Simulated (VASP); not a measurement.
CdO:

```xyz
2
Lattice="0.0000 2.3482 2.3482 2.3482 0.0000 2.3482 2.3482 2.3482 0.0000" Properties=species:S:1:pos:R:3 pbc="T T T"
Cd    0.0000    0.0000    0.0000
O     2.3482    2.3482    2.3482
```

Base run:

| Quantity | Value |
| --- | --- |
| Program | VASP 6.6.1 |
| Functional | r2SCAN-based global hybrid with 15 % exact exchange |
| Potentials or basis | VASP PAW PBE potentials, release 64 (Cd, O) |
| Cutoff | 580 eV |
| k mesh | 6 × 6 × 6 |
| Occupations | gaussian, width 0.05 eV |
| Spin | no spin polarisation |

Its results: band gap on the k mesh 1.19 eV (least direct gap 2.55 eV); pressure 0.6 GPa.

Problem. The run is repeated on the same cell with these changes: functional from r2SCAN-based global hybrid with 15 % exact exchange to PBE-based screened hybrid with 20 % exact exchange; cutoff from 580 eV to 520 eV; share of exact exchange from 0.15 to 0.2. What comes out?

Solution. Band gap on the k mesh 0.60 eV (least direct gap 1.96 eV); pressure 3.5 GPa.

Caveats: the PAW data sets were made with another functional, which shifts forces and pressure a little; the cell stands under pressure (at least some runs).

A k mesh can miss the band edges.
